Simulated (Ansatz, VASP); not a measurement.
C: VASP beside Ansatz

```
C
1.0
     2.48330    0.00000    0.00000
    -1.24165    2.15060    0.00000
     0.00000    0.00000    4.13629
C
4
Direct
  0.33333 0.66667 0.06283
  0.66667 0.33333 0.56283
  0.33333 0.66667 0.43717
  0.66667 0.33333 0.93717
```

Alike in both runs: task single point; functional LDA; k mesh 13 × 13 × 7; occupations fermi-dirac, width 0.05 eV; no spin polarisation.

|  | VASP | Ansatz |
| --- | --- | --- |
| version | VASP 6.6.1 | Ansatz 0.2.0 |
| potentials or method | VASP PAW LDA potentials, release 64 (C), cutoff 520 eV | plane waves (420 eV) with PAW, scalar-relativistic |
| valence electrons in the cell | 16 | 16 |

VASP gave:

| Property | Result |
| --- | --- |
| pressure (GPa) | 1.6 |

Question: Which values does Ansatz return?

Answer: Pressure (GPa): 0.0.

Ansatz warns that its potentials were made for another functional, while VASP's fit it. LDA's correlation is that of Perdew and Zunger in VASP and of Perdew and Wang (1992) in Ansatz.
